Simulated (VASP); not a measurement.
# GeCN2 (R-3m) in VASP: further runs, part 2 of 2

VASP 6.6.1. Earlier steps stand in the parts before.

## Step 4: Single point, PBE

Input file INCAR:

```
PREC = Accurate
ENCUT = 520
EDIFF = 1E-6
ISMEAR = 0
SIGMA = 0.1
LREAL = False
LASPH = True
NELM = 60
ALGO = Normal
ISIF = 2
LWAVE = False
LCHARG = False
GGA = PE
NBANDS = 22
```

Input file KPOINTS:

```
Automatic mesh
0
Gamma
  12 12 12
```

Input file POSCAR:

```
GeCN2
1.0
    1.7937903697      1.0356453528      4.9219572124
   -1.7937903697      1.0356453528      4.9219572124
    0.0000000000     -2.0712907056      4.9219572124
Ge N C
1 2 1
Direct
    0.0000000000      0.0000000000      0.0000000000
    0.5839044000      0.5839044000      0.5839044000
    0.4160956000      0.4160956000      0.4160956000
    0.5000000000      0.5000000000      0.5000000000
```

Potentials or basis: VASP PAW PBE potentials, release 64 (Ge_d, N, C).

The run is started by

```
cat potpaw_PBE.64/Ge_d/POTCAR potpaw_PBE.64/N/POTCAR potpaw_PBE.64/C/POTCAR > POTCAR
mpirun -np 1 vasp_std > vasp.out
```

OUTCAR:

```text
PREC = Accurate
   ENCUT = 520
   EDIFF = 1E-6
   ISMEAR = 0
   LREAL = False
   LASPH = True
   NELM = 60
   ISIF = 2
   GGA = PE

 ion  position               nearest neighbor table
   1  0.000  0.000  0.000-
   2  0.584  0.584  0.584-   4 1.24
   3  0.416  0.416  0.416-   4 1.24
   4  0.500  0.500  0.500-   2 1.24   3 1.24

  LATTYP: Found a trigonal (rhomboedric) cell.
 ALAT       =     5.3400288377
 COS(alpha) =     0.7743235887

  Lattice vectors:

 A1 = (   1.7937903697,   1.0356453528,   4.9219572124)
 A2 = (  -1.7937903697,   1.0356453528,   4.9219572124)
 A3 = (   0.0000000000,  -2.0712907056,   4.9219572124)

Analysis of symmetry for initial positions (statically):
=====================================================================
 Subroutine PRICEL returns:
 Original cell was already a primitive cell.

 Routine SETGRP: Setting up the symmetry group for a
 trigonal (rhombohedral) supercell.

 Subroutine GETGRP returns: Found 12 space group operations
 (whereof 12 operations were pure point group operations)
 out of a pool of 12 trial point group operations.

The static configuration has the point symmetry D_3d.

Analysis of symmetry for dynamics (positions and initial velocities):
=====================================================================
 Subroutine PRICEL returns:
 Original cell was already a primitive cell.

 Routine SETGRP: Setting up the symmetry group for a
 trigonal (rhombohedral) supercell.

 Subroutine GETGRP returns: Found 12 space group operations
 (whereof 12 operations were pure point group operations)
 out of a pool of 12 trial point group operations.

The dynamic configuration has the point symmetry D_3d.

 Subroutine INISYM returns: Found 12 space group operations
 (whereof 12 operations are pure point group operations),
 and found     1 'primitive' translations

----------------------------------------------------------------------------------------

                                     Primitive cell

  volume of cell :      54.8620

  direct lattice vectors                    reciprocal lattice vectors
     1.793790370  1.035645353  4.921957212     0.278739371  0.160930251  0.067723737
    -1.793790370  1.035645353  4.921957212    -0.278739371  0.160930251  0.067723737
     0.000000000 -2.071290706  4.921957212     0.000000000 -0.321860502  0.067723737

  length of vectors
     5.340028838  5.340028838  5.340028838     0.328908327  0.328908327  0.328908327

  position of ions in fractional coordinates (direct lattice)
     0.000000000  0.000000000  0.000000000
     0.583904400  0.583904400  0.583904400
     0.416095600  0.416095600  0.416095600
     0.500000000  0.500000000  0.500000000

  ion indices of the primitive-cell ions
   primitive index   ion index
                 1           1
                 2           2
                 3           3
                 4           4

----------------------------------------------------------------------------------------

 KPOINTS: Automatic mesh

Automatic generation of k-mesh.
 Grid dimensions read from file:
 generate k-points for:   12   12   12

 Generating k-lattice:

  Cartesian coordinates                     Fractional coordinates (reciprocal lattice)
     0.023228281  0.013410854  0.005643645     0.083333333  0.000000000  0.000000000
    -0.023228281  0.013410854  0.005643645     0.000000000  0.083333333  0.000000000
     0.000000000 -0.026821709  0.005643645     0.000000000  0.000000000  0.083333333

  Length of vectors
     0.027409027  0.027409027  0.027409027

  Shift w.r.t. Gamma in fractional coordinates (k-lattice)
     0.000000000  0.000000000  0.000000000

 Subroutine IBZKPT returns following result:
 ===========================================

 Found    189 irreducible k-points:

 Following reciprocal coordinates:
            Coordinates               Weight
  0.000000  0.000000  0.000000      1.000000
  0.083333 -0.000000 -0.000000      6.000000
  0.166667 -0.000000 -0.000000      6.000000
  0.250000 -0.000000 -0.000000      6.000000
  0.333333 -0.000000 -0.000000      6.000000
  0.416667 -0.000000 -0.000000      6.000000
[... 16 lines left out ...]
  0.500000  0.166667 -0.000000     12.000000
 -0.416667  0.166667  0.000000     12.000000
 [... further k-points ...]
   k-points           NKPTS =    189   k-points in BZ     NKDIM =    189   number of bands    NBANDS=     22
   number of dos      NEDOS =    301   number of ions     NIONS =      4
   total plane-waves  NPLWV =  64000
   dimension x,y,z NGX =    40 NGY =   40 NGZ =   40
   dimension x,y,z NGXF=    80 NGYF=   80 NGZF=   80
   ions per type =               1   2   1
   NGX,Y,Z   is equivalent  to a cutoff of  12.45, 12.45, 12.45 a.u.
   NGXF,Y,Z  is equivalent  to a cutoff of  24.91, 24.91, 24.91 a.u.
 SYSTEM =  unknown system
   PREC   = accura    normal or accurate (medium, high low for compatibility)
   ISTART =      0    job   : 0-new  1-cont  2-samecut
   ICHARG =      2    charge: 1-file 2-atom 10-const
   ISPIN  =      1    spin polarized calculation?
   LNONCOLLINEAR =      F non collinear calculations
   LSORBIT =      F    spin-orbit coupling
   LASPH  =      T    aspherical Exc in radial PAW
   ENCUT  =  520.0 eV  38.22 Ry    6.18 a.u.   9.93  9.93  9.93*2*pi/ulx,y,z
   NELM   =     60;   NELMIN=  2; NELMDL= -5     # of ELM steps
   EDIFF  = 0.1E-05   stopping-criterion for ELM
   LREAL  =      F    real-space projection
[... 7 lines left out ...]
   TEBEG  =    0.0;   TEEND  =   0.0 temperature during run
   PSTRESS=    0.0 pullay stress
   NELECT =      28.0000    total number of electrons
   NUPDOWN=      -1.0000    fix difference up-down
   EMIN   =  10.00;   EMAX   =-10.00  energy-range for DOS
   EFERMI =   0.00;   METHOD = LEGACY
   ISMEAR =     0;   SIGMA  =   0.10  broadening in eV -4-tet -1-fermi 0-gaus
   EFERMI_NEDOS =   21; number of points for ismear=-14 and -15
   IALGO  =     38    algorithm
   IMIX   =      4    mixing-type and parameters
     AMIX     =   0.40;   BMIX     =  1.00
     AMIX_MAG =   1.60;   BMIX_MAG =  1.00
  volume/ion in A,a.u.               =      13.72        92.56
  Fermi-wavevector in a.u.,A,eV,Ry     =   1.308289  2.472307 23.287992  1.711619
  Thomas-Fermi vector in A             =   2.438966
   LORBIT       =      0    0 simple, 1 ext, 2 COOP (PROOUT), +10 PAW based schemes
   GGA     = PE    functional components
   LHFCALC =     F    Hartree Fock is set to
   AEXX    =    0.0000 exact exchange contribution
   IVDW    =     0    specifies the selected vdW correction
   LEPSILON=     F    determine dielectric tensor
   LRPA    =     F    only Hartree local field effects (RPA)
 non-spin polarized calculation
 Gauss-broadening in eV      SIGMA  =   0.10
  energy-cutoff  :      520.00
  volume of cell :       54.86
 maximum number of plane-waves:      1503
   NGX = 19   NGY = 19   NGZ = 19

 number of electron      28.0000006 magnetization

 Free energy of the ion-electron system (eV)
  ---------------------------------------------------
  ext. energy  EPLUGINS =         0.00000000
  ---------------------------------------------------
  free energy    TOTEN  =       -29.16589413 eV

  energy without entropy =      -29.16589413  energy(sigma->0) =      -29.16589413

 E-fermi :   4.0597     XC(G=0):  -9.6734

 val. band max:        3.5572776040   @ k =   0.5000   0.5000   0.1667
 cond. band min:       4.6003657663   @ k =   0.5000   0.5000   0.5000
 fundamental gap:      1.0430881623
 Fermi energy:         4.0596596990

 k-point     1 :       0.0000    0.0000    0.0000
  band No.  band energies     occupation
      1     -21.2056      2.00000
      2     -21.2015      2.00000
      3     -21.2015      2.00000
      4     -21.1918      2.00000
      5     -21.1918      2.00000
      6     -15.7159      2.00000
[... 14 lines left out ...]
     21      13.5094      0.00000
     22      14.3254      0.00000
[... 552 lines left out ...]
  band No.  band energies     occupation
      1     -21.2098      2.00000
      2     -21.2006      2.00000
      3     -21.1970      2.00000
      4     -21.1928      2.00000
      5     -21.1879      2.00000
      6     -15.3405      2.00000
[... 14 lines left out ...]
     21      13.7195      0.00000
     22      14.4782      0.00000

 [... further k-points ...]

------------------------ aborting loop because EDIFF is reached ----------------------------------------

  FORCE on cell =-STRESS in cart. coord.  units (eV):
  Direction    XX          YY          ZZ          XY          YZ          ZX
  --------------------------------------------------------------------------------------
  -------------------------------------------------------------------------------------
  Total       -0.0132071     -0.0132071      0.1566586      0.0000000      0.0000000      0.0000000
  in kB       -0.3856962     -0.3856962      4.5750196      0.0000000      0.0000000      0.0000000
  external PRESSURE =       1.2678757 kB  Pullay stress =       0.0000000 kB

 VOLUME and BASIS-vectors are now :
 -----------------------------------------------------------------------------
  energy-cutoff  :      520.00
  volume of cell :       54.86
      direct lattice vectors                 reciprocal lattice vectors
     1.793790370  1.035645353  4.921957212     0.278739371  0.160930251  0.067723737
    -1.793790370  1.035645353  4.921957212    -0.278739371  0.160930251  0.067723737
     0.000000000 -2.071290706  4.921957212     0.000000000 -0.321860502  0.067723737

 POSITION                                       TOTAL-FORCE (eV/Angst)
 -----------------------------------------------------------------------------------
      0.00000      0.00000      0.00000        -0.000000     -0.000000      0.000000
      0.00000      0.00000      8.62186        -0.000000     -0.000000      0.074393
      0.00000      0.00000      6.14401        -0.000000      0.000000     -0.074393
      0.00000      0.00000      7.38294         0.000000     -0.000000      0.000000
 -----------------------------------------------------------------------------------
    total drift:                               -0.000000      0.000000     -0.000000

  FREE ENERGIE OF THE ION-ELECTRON SYSTEM (eV)
  ---------------------------------------------------
  free  energy   TOTEN  =       -29.1658941329 eV

  energy  without entropy=      -29.1658941329  energy(sigma->0) =      -29.16589413
```

stdout:

```text
POSCAR found type information on POSCAR GeN C
 POSCAR found :  3 types and       4 ions
 scaLAPACK will be used
 LDA part: xc-table for (Slater+PW92), standard interpolation
 POSCAR, INCAR and KPOINTS ok, starting setup
 FFT: planning ... GRIDC
 FFT: planning ... GRID_SOFT
 FFT: planning ... GRID
 WAVECAR not read
 entering main loop
```

Wall time 6.6 min (1 thread of AMD EPYC 9R14 (Zen 4), shared host); peak memory 0.37 GiB.

Results:

```
Free energy            : -29.1659 eV
Pressure               : 0.1 GPa
Largest force          : 0.074 eV/Å
Band gap on the k mesh : 1.04 eV (least direct gap 1.95 eV)
```

Forces on the atoms (eV/Å):
```
Ge   0.000  0.000  0.000
N    0.000  0.000  0.074
N    0.000  0.000 -0.074
C    0.000  0.000  0.000
```

Levels at points of the mesh, in eV from the valence-band top:
```csv
k point,band 11,band 12,band 13,band 14,band 15,band 16,band 17,band 18
"(0.00, 0.00, 0.00)",-5.21,-2.15,-1.91,-1.91,2.50,3.24,3.24,5.06
"(0.50, 0.00, 0.00)",-5.37,-3.88,-3.30,-3.22,2.84,5.03,5.20,5.54
"(0.50, 0.50, 0.00)",-5.83,-5.79,-1.77,-0.01,2.03,2.09,3.99,6.47
"(0.50, 0.50, 0.50)",-5.20,-2.00,-2.00,-1.14,1.04,4.77,4.77,4.97
```

## Step 5: Overview

| k mesh | gap on the mesh (eV) | pressure (GPa) | largest force (eV/Å) |
| --- | --- | --- | --- |
| 8 × 8 × 8 | 1.04 | 0.1 | 0.07 |
| 10 × 10 × 10 | 1.04 | 0.1 | 0.07 |
| 12 × 12 × 12 | 1.04 | 0.1 | 0.07 |

Alike in all rows: task single point; level PBE; potentials or basis VASP PAW PBE potentials, release 64 (Ge_d, N, C); no spin polarisation; cell as given; cutoff (eV) 520; smearing gaussian 0.1 eV.

Total energies depend on the potentials used, so only differences within one code and one set of settings carry meaning.
